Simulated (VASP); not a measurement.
Runs of VASP 6.6.1 on InAs. It takes space group P-6m2 (No. 187, hexagonal). The conventional cell has a = 4.731 Å, b = 4.731 Å, c = 2.911 Å, α = 90.00°, β = 90.00°, γ = 120.00°. Within 3.6 Å of In (site symmetry -6m2) lie 3 As at 2.73 Å and 2 In at 2.91 Å. Within 3.6 Å of As (site symmetry -6m2) lie 3 In at 2.73 Å and 2 As at 2.91 Å. 

```csv
task,level,potentials or basis,cell,cutoff (eV),share of exact exchange,screening parameter,gap on the mesh (eV),pressure (GPa),relaxed volume (Å³/atom)
single point,PBE-based screened hybrid with 10 % exact exchange,"VASP PAW PBE potentials, release 64 (In_d, As)",as given,520,0.1,0.2 1/Å,none,(a),-
single point,PBE-based screened hybrid with 15 % exact exchange,"VASP PAW PBE potentials, release 64 (In_d, As)",as given,520,0.15,0.2 1/Å,none,0.9,-
single point,PBE-based screened hybrid with 40 % exact exchange,"VASP PAW PBE potentials, release 64 (In_d, As)",as given,520,0.4,0.2 1/Å,none,(b),-
single point,PBE-based screened hybrid with 30 % exact exchange,"VASP PAW PBE potentials, release 64 (In_d, As)",as given,520,0.3,0.2 1/Å,none,-0.2,-
relaxation of cell and atoms,HF,"VASP PAW PBE potentials, release 64 (In_d, As)",relaxed,600,1,-,none,0.0,29.77
relaxation of cell and atoms,PBE-based screened hybrid with 25 % exact exchange,"VASP PAW PBE potentials, release 64 (In_d, As)",relaxed,600,0.25,0.3 1/Å,none,0.0,28.38
single point,r2SCAN50,"VASP PAW PBE potentials, release 64 (In_d, As_d)",as given,440,0.5,-,none,-1.6,-
```

Alike in all rows: no spin polarisation; k mesh 4 × 4 × 5; smearing fermi-dirac 0.05 eV.

Task: Fill in the values left out.

Result: (a) 1.3; (b) -0.9.

Caveats: all runs use coarse meshes; the PAW data sets were made with another functional, which shifts forces and pressure a little; spin-orbit coupling is left out, which moves the levels of the heavy elements.

A k mesh can miss the band edges, and the runs leave out spin-orbit coupling on As, In.

A gap of «none» marks levels without a gap at the run's occupations.

The runs don't all hold the same shells in valence.
